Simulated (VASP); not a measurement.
# SiO2 (I-42d) in VASP: notebook

The runs below take SiO2 through single point, with PBE.

All numbers are computed with VASP 6.6.1; they aren't measurements. Logs are shortened: lines on timing, memory, paths and dates and some standing lists are left out, and cuts for length are marked.

**1. The cell of the first run**

The structure is tetragonal, space group I-42d (No. 122). The conventional cell has a = 5.026 Å, b = 5.026 Å, c = 7.372 Å, α = 90.00°, β = 90.00°, γ = 90.00°. Si (site symmetry -4) has 4 O at 1.63 Å within 2.2 Å. Within 2.2 Å of O (site symmetry 2) lie 2 Si at 1.63 Å.

**2. Single point, PBE**

Contents of INCAR:

```
  PREC = Accurate
  ENCUT = 520
  EDIFF = 1E-7
  ISMEAR = 0
  SIGMA = 0.02
  LREAL = F
  LASPH = T
  NELM = 80
  ALGO = Normal
  ISIF = 2
  LWAVE = F
  LCHARG = T
  GGA = PE
  LELF = T
  LVHAR = T
  NBANDS = 25
```

Contents of KPOINTS:

```
Automatic mesh
0
Gamma
  6 6 6
```

Contents of POSCAR:

```
SiO2
1.0
   -2.5131482304      2.5131482304      3.6858647803
    2.5131482304     -2.5131482304      3.6858647803
    2.5131482304      2.5131482304     -3.6858647803
Si O
2 4
Direct
    0.0000000000      0.0000000000      0.0000000000
    0.7500000000      0.2500000000      0.5000000000
    0.3750000000      0.2174794929      0.3424794929
    0.9674794929      0.6250000000      0.8424794929
    0.7825205071      0.1250000000      0.1575205071
    0.8750000000      0.0325205071      0.6575205071
```

Potentials or basis: VASP PAW PBE potentials, release 64 (Si, O).

The run is started by

```console
cat potpaw_PBE.64/Si/POTCAR potpaw_PBE.64/O/POTCAR > POTCAR
mpirun -np 1 vasp_std > vasp.out
```

OUTCAR:

```text
PREC = Accurate
   ENCUT = 520
   EDIFF = 1E-7
   ISMEAR = 0
   LREAL = F
   LASPH = T
   NELM = 80
   ISIF = 2
   GGA = PE

 ion  position               nearest neighbor table
   1  0.000  0.000  0.000-   3 1.63   4 1.63   5 1.63   6 1.63   2 3.12   2 3.12   2 3.12   2 3.12

   2  0.750  0.250  0.500-   3 1.63   4 1.63   5 1.63   6 1.63   1 3.12   1 3.12   1 3.12   1 3.12

   3  0.375  0.217  0.342-   1 1.63   2 1.63
   4  0.967  0.625  0.842-   1 1.63   2 1.63
   5  0.783  0.125  0.158-   1 1.63   2 1.63
   6  0.875  0.033  0.658-   1 1.63   2 1.63

  LATTYP: Found a body centered tetragonal cell.
 ALAT       =     5.0262964608
 C/A-ratio  =     1.4666324635

  Lattice vectors:

 A1 = (  -2.5131482304,   2.5131482304,   3.6858647803)
 A2 = (   2.5131482304,  -2.5131482304,   3.6858647803)
 A3 = (   2.5131482304,   2.5131482304,  -3.6858647803)

Analysis of symmetry for initial positions (statically):
=====================================================================
 Subroutine PRICEL returns:
 Original cell was already a primitive cell.

 Routine SETGRP: Setting up the symmetry group for a
 body centered tetragonal supercell.

 Subroutine GETGRP returns: Found  8 space group operations
 (whereof  4 operations were pure point group operations)
 out of a pool of 16 trial point group operations.

The static configuration has the point symmetry S_4 .
 The point group associated with its full space group is D_2d.

Analysis of symmetry for dynamics (positions and initial velocities):
=====================================================================
 Subroutine PRICEL returns:
 Original cell was already a primitive cell.

 Routine SETGRP: Setting up the symmetry group for a
 body centered tetragonal supercell.

 Subroutine GETGRP returns: Found  8 space group operations
 (whereof  4 operations were pure point group operations)
 out of a pool of 16 trial point group operations.

The dynamic configuration has the point symmetry S_4 .
 The point group associated with its full space group is D_2d.

 Subroutine INISYM returns: Found  8 space group operations
 (whereof  4 operations are pure point group operations),
 and found     1 'primitive' translations

----------------------------------------------------------------------------------------

                                     Primitive cell

  volume of cell :      93.1184

  direct lattice vectors                    reciprocal lattice vectors
    -2.513148230  2.513148230  3.685864780     0.000000000  0.198953645  0.135653376
     2.513148230 -2.513148230  3.685864780     0.198953645  0.000000000  0.135653376
     2.513148230  2.513148230 -3.685864780     0.198953645  0.198953645  0.000000000

  length of vectors
     5.120295620  5.120295620  5.120295620     0.240799483  0.240799483  0.281362943

  position of ions in fractional coordinates (direct lattice)
     0.000000000  0.000000000  0.000000000
     0.750000000  0.250000000  0.500000000
     0.375000000  0.217479493  0.342479493
     0.967479493  0.625000000  0.842479493
     0.782520507  0.125000000  0.157520507
     0.875000000  0.032520507  0.657520507

  ion indices of the primitive-cell ions
   primitive index   ion index
                 1           1
                 2           2
                 3           3
                 4           4
                 5           5
                 6           6

----------------------------------------------------------------------------------------

 KPOINTS: Automatic mesh

Automatic generation of k-mesh.
 Grid dimensions read from file:
 generate k-points for:    6    6    6

 Generating k-lattice:

  Cartesian coordinates                     Fractional coordinates (reciprocal lattice)
     0.000000000  0.033158941  0.022608896     0.166666667  0.000000000  0.000000000
     0.033158941  0.000000000  0.022608896     0.000000000  0.166666667  0.000000000
     0.033158941  0.033158941  0.000000000     0.000000000  0.000000000  0.166666667

  Length of vectors
     0.040133247  0.040133247  0.046893824

  Shift w.r.t. Gamma in fractional coordinates (k-lattice)
     0.000000000  0.000000000  0.000000000

 Subroutine IBZKPT returns following result:
 ===========================================

 Found     30 irreducible k-points:

 Following reciprocal coordinates:
            Coordinates               Weight
  0.000000  0.000000  0.000000      1.000000
  0.166667 -0.000000  0.000000      8.000000
  0.333333 -0.000000  0.000000      8.000000
  0.500000 -0.000000  0.000000      4.000000
  0.166667  0.166667  0.000000      8.000000
  0.333333  0.166667  0.000000     16.000000
[... 16 lines left out ...]
 -0.333333 -0.333333  0.166667      8.000000
 -0.166667 -0.333333  0.166667      8.000000
 [... further k-points ...]
   k-points           NKPTS =     30   k-points in BZ     NKDIM =     30   number of bands    NBANDS=     25
   number of dos      NEDOS =    301   number of ions     NIONS =      6
   total plane-waves  NPLWV =  64000
   dimension x,y,z NGX =    40 NGY =   40 NGZ =   40
   dimension x,y,z NGXF=    80 NGYF=   80 NGZF=   80
   ions per type =               2   4
   NGX,Y,Z   is equivalent  to a cutoff of  12.99, 12.99, 12.99 a.u.
   NGXF,Y,Z  is equivalent  to a cutoff of  25.97, 25.97, 25.97 a.u.
 SYSTEM =  unknown system
   PREC   = accura    normal or accurate (medium, high low for compatibility)
   ISTART =      0    job   : 0-new  1-cont  2-samecut
   ICHARG =      2    charge: 1-file 2-atom 10-const
   ISPIN  =      1    spin polarized calculation?
   LNONCOLLINEAR =      F non collinear calculations
   LSORBIT =      F    spin-orbit coupling
   LASPH  =      T    aspherical Exc in radial PAW
   ENCUT  =  520.0 eV  38.22 Ry    6.18 a.u.   9.52  9.52  9.52*2*pi/ulx,y,z
   NELM   =     80;   NELMIN=  2; NELMDL= -5     # of ELM steps
   EDIFF  = 0.1E-06   stopping-criterion for ELM
   LREAL  =      F    real-space projection
   EDIFFG = 0.1E-05   stopping-criterion for IOM
   NSW    =      0    number of steps for IOM
   IBRION =     -1    ionic relax: 0-MD 1-quasi-New 2-CG
   NFREE  =      0    steps in history (QN), initial steepest desc. (CG)
   ISIF   =      2    stress and relaxation
   ISYM   =      2    0-nonsym 1-usesym 2-fastsym
   POTIM  = 0.5000    time-step for ionic-motion
   TEBEG  =    0.0;   TEEND  =   0.0 temperature during run
   PSTRESS=    0.0 pullay stress
   NELECT =      32.0000    total number of electrons
   NUPDOWN=      -1.0000    fix difference up-down
   EMIN   =  10.00;   EMAX   =-10.00  energy-range for DOS
   EFERMI =   0.00;   METHOD = LEGACY
   ISMEAR =     0;   SIGMA  =   0.02  broadening in eV -4-tet -1-fermi 0-gaus
   EFERMI_NEDOS =   21; number of points for ismear=-14 and -15
   IALGO  =     38    algorithm
   IMIX   =      4    mixing-type and parameters
     AMIX     =   0.40;   BMIX     =  1.00
     AMIX_MAG =   1.60;   BMIX_MAG =  1.00
  volume/ion in A,a.u.               =      15.52       104.73
  Fermi-wavevector in a.u.,A,eV,Ry     =   1.146691  2.166931 17.890295  1.314900
  Thomas-Fermi vector in A             =   2.283374
   LORBIT       =      0    0 simple, 1 ext, 2 COOP (PROOUT), +10 PAW based schemes
   GGA     = PE    functional components
   LHFCALC =     F    Hartree Fock is set to
   AEXX    =    0.0000 exact exchange contribution
   IVDW    =     0    specifies the selected vdW correction
   LEPSILON=     F    determine dielectric tensor
   LRPA    =     F    only Hartree local field effects (RPA)
 non-spin polarized calculation
 Gauss-broadening in eV      SIGMA  =   0.02
  energy-cutoff  :      520.00
  volume of cell :       93.12
 maximum number of plane-waves:      2531
 NGX is ok and might be reduce to    40

 number of electron      31.9999995 magnetization

 Free energy of the ion-electron system (eV)
  ---------------------------------------------------
  ext. energy  EPLUGINS =         0.00000000
  ---------------------------------------------------
  free energy    TOTEN  =       -47.49209300 eV

  energy without entropy =      -47.49209300  energy(sigma->0) =      -47.49209300

 E-fermi :  -0.5376     XC(G=0):  -8.0118

 val. band max:       -0.6371426925   @ k =   0.0000   0.0000   0.0000
 cond. band min:       5.0995896462   @ k =   0.0000   0.0000   0.0000
 fundamental gap:      5.7367323387
 Fermi energy:        -0.5376274796

 k-point     1 :       0.0000    0.0000    0.0000
  band No.  band energies     occupation
      1     -19.7367      2.00000
      2     -17.7370      2.00000
      3     -17.7370      2.00000
      4     -17.6784      2.00000
      5      -9.8624      2.00000
      6      -6.1223      2.00000
[... 17 lines left out ...]
     24      12.2255      0.00000
     25      12.8795      0.00000

 k-point     2 :       0.1667   -0.0000    0.0000
  band No.  band energies     occupation
      1     -19.6574      2.00000
      2     -17.8579      2.00000
      3     -17.7412      2.00000
      4     -17.6983      2.00000
      5      -9.6493      2.00000
      6      -6.1962      2.00000
[... 17 lines left out ...]
     24      12.1799      0.00000
     25      12.5967      0.00000

 k-point     3 :       0.3333   -0.0000    0.0000
  band No.  band energies     occupation
      1     -19.4563      2.00000
      2     -18.1650      2.00000
      3     -17.7485      2.00000
      4     -17.7103      2.00000
      5      -9.1617      2.00000
      6      -6.4595      2.00000
[... 552 lines left out ...]
 k-point    23 :      -0.3333   -0.3333    0.1667
  band No.  band energies     occupation
      1     -19.2579      2.00000
      2     -18.4047      2.00000
      3     -17.7605      2.00000
      4     -17.7449      2.00000
      5      -8.6536      2.00000
      6      -6.8793      2.00000
[... 17 lines left out ...]
     24      12.2836      0.00000
     25      12.8460      0.00000

 k-point    24 :      -0.1667   -0.3333    0.1667
  band No.  band energies     occupation
      1     -19.4571      2.00000
      2     -18.1382      2.00000
      3     -17.7520      2.00000
      4     -17.7392      2.00000
      5      -9.1229      2.00000
      6      -6.4461      2.00000
[... 17 lines left out ...]
     24      12.1840      0.00000
     25      12.7883      0.00000

 [... further k-points ...]

------------------------ aborting loop because EDIFF is reached ----------------------------------------

  FORCE on cell =-STRESS in cart. coord.  units (eV):
  Direction    XX          YY          ZZ          XY          YZ          ZX
  --------------------------------------------------------------------------------------
  -------------------------------------------------------------------------------------
  Total        0.0517951      0.0517951      0.0923369      0.0000000     -0.0000000      0.0000000
  in kB        0.8911767      0.8911767      1.5887302      0.0000000     -0.0000000      0.0000000
  external PRESSURE =       1.1236945 kB  Pullay stress =       0.0000000 kB

 VOLUME and BASIS-vectors are now :
 -----------------------------------------------------------------------------
  energy-cutoff  :      520.00
  volume of cell :       93.12
      direct lattice vectors                 reciprocal lattice vectors
    -2.513148230  2.513148230  3.685864780     0.000000000  0.198953645  0.135653376
     2.513148230 -2.513148230  3.685864780     0.198953645  0.000000000  0.135653376
     2.513148230  2.513148230 -3.685864780     0.198953645  0.198953645  0.000000000

 POSITION                                       TOTAL-FORCE (eV/Angst)
 -----------------------------------------------------------------------------------
      0.00000      0.00000      0.00000         0.000000      0.000000     -0.000000
      0.00000      2.51315      1.84293         0.000000      0.000000      0.000000
      0.46483      1.25657      0.92147        -0.006968      0.000000      0.000000
      1.25657      2.97798      2.76440        -0.000000     -0.006968      0.000000
     -1.25657      2.04832      2.76440         0.000000      0.006968     -0.000000
     -0.46483      3.76972      0.92147         0.006968      0.000000     -0.000000
 -----------------------------------------------------------------------------------
    total drift:                                0.000004      0.000004      0.000003

  FREE ENERGIE OF THE ION-ELECTRON SYSTEM (eV)
  ---------------------------------------------------
  free  energy   TOTEN  =       -47.4920929983 eV

  energy  without entropy=      -47.4920929983  energy(sigma->0) =      -47.49209300
```

Wall time 82 s (1 thread of Intel Xeon Platinum 8488C (Sapphire Rapids), shared host); peak memory 0.25 GiB.

What came out:

| Item | Value |
| --- | --- |
| Free energy | -47.4921 eV |
| Pressure | 0.1 GPa |
| Largest force | 0.007 eV/Å |
| Band gap on the k mesh | 5.74 eV |

Forces on the atoms (eV/Å):
```
Si   0.000  0.000  0.000
Si   0.000  0.000  0.000
O   -0.007  0.000  0.000
O    0.000 -0.007  0.000
O    0.000  0.007  0.000
O    0.007  0.000  0.000
```

Levels at points of the mesh, in eV from the valence-band top:
| k point | band 12 | band 13 | band 14 | band 15 | band 16 | band 17 | band 18 | band 19 | band 20 | band 21 |
| --- | --- | --- | --- | --- | --- | --- | --- | --- | --- | --- |
| (0.00, 0.00, 0.00) | -1.60 | -1.55 | -0.65 | 0.00 | 0.00 | 5.74 | 8.71 | 10.23 | 10.29 | 10.29 |
| (0.50, 0.00, 0.00) | -1.61 | -1.48 | -0.79 | -0.51 | -0.13 | 7.93 | 8.83 | 9.58 | 10.02 | 10.56 |
| (0.50, 0.50, 0.00) | -2.05 | -0.97 | -0.97 | -0.35 | -0.35 | 8.91 | 8.91 | 10.02 | 10.02 | 10.95 |
| (0.50, 0.50, 0.50) | -2.06 | -1.43 | -1.43 | -0.34 | -0.34 | 8.73 | 8.73 | 10.18 | 10.18 | 11.31 |

**3. Single point, PBE**

This run uses another cell than the first one: it holds 24 atoms, not 6.

Contents of INCAR:

```
PREC = Accurate ; ENCUT = 520
EDIFF = 1E-7 ; ISMEAR = 0
SIGMA = 0.02 ; LREAL = Auto
LASPH = True ; NELM = 80
ALGO = Normal ; ISIF = 2
LWAVE = False ; LCHARG = False
GGA = PE ; NBANDS = 82
```

Contents of KPOINTS:

```
Automatic mesh
0
Gamma
  2 2 2
  0.5 0.5 0.5
```

Contents of POSCAR:

```
SiO2
1.0
    5.0262964608     -5.0262964608      0.0000000000
   -5.0262964608     -5.0262964608      0.0000000000
    0.0000000000      0.0000000000     -7.3717295607
Si O
8 16
Direct
    0.5000000000      0.5000000000      0.0000000000
    0.0000000000      0.5000000000      0.5000000000
    0.0000000000      1.0000000000      1.0000000000
    0.5000000000      1.0000000000      0.5000000000
    0.7500000000      0.2500000000      0.2500000000
    0.2500000000      0.2500000000      0.7500000000
    0.2500000000      0.7500000000      0.2500000000
    0.7500000000      0.7500000000      0.7500000000
    0.9212397464      0.3287602536      0.3750000000
    0.4212397464      0.3287602536      0.8750000000
    0.4212397464      0.8287602536      0.3750000000
    0.9212397464      0.8287602536      0.8750000000
    0.8287602536      0.0787602536      0.1250000000
    0.3287602536      0.0787602536      0.6250000000
    0.3287602536      0.5787602536      0.1250000000
    0.8287602536      0.5787602536      0.6250000000
    0.6712397464      0.4212397464      0.1250000000
    0.1712397464      0.4212397464      0.6250000000
    0.1712397464      0.9212397464      0.1250000000
    0.6712397464      0.9212397464      0.6250000000
    0.5787602536      0.1712397464      0.3750000000
    0.0787602536      0.1712397464      0.8750000000
    0.0787602536      0.6712397464      0.3750000000
    0.5787602536      0.6712397464      0.8750000000
```

Potentials or basis: VASP PAW PBE potentials, release 64 (Si, O).

The run is started by

```console
cat potpaw_PBE.64/Si/POTCAR potpaw_PBE.64/O/POTCAR > POTCAR
mpirun -np 1 vasp_std > vasp.out
```

It took 77 s on 1 thread of Intel Xeon Platinum 8488C (Sapphire Rapids), shared host; peak memory 0.37 GiB.

The run converged. Its results:

```yaml
Free_energy: -189.9800 eV
Pressure: 0.1 GPa
Largest_force: 0.006 eV/Å
```

Forces in eV/Å, atoms in the order of the input:
```
Si   0.000  0.000  0.000
Si   0.000  0.000  0.000
Si   0.000  0.000  0.000
Si   0.000  0.000  0.000
Si   0.000  0.000  0.000
Si   0.000  0.000  0.000
Si   0.000  0.000  0.000
Si   0.000  0.000  0.000
O   -0.006  0.000  0.000
O   -0.006  0.000  0.000
O   -0.006  0.000  0.000
O   -0.006  0.000  0.000
O    0.000 -0.006  0.000
O    0.000 -0.006  0.000
O    0.000 -0.006  0.000
O    0.000 -0.006  0.000
O    0.000  0.006  0.000
O    0.000  0.006  0.000
O    0.000  0.006  0.000
O    0.000  0.006  0.000
O    0.006  0.000  0.000
O    0.006  0.000  0.000
O    0.006  0.000  0.000
O    0.006  0.000  0.000
```

Levels at points of the mesh, in eV from the Fermi level:
```
           k point  band 62  band 63  band 64  band 65  band 66  band 67
(0.25, 0.25, 0.25)    -0.29    -0.28    -0.17     6.51     8.09     8.15
```
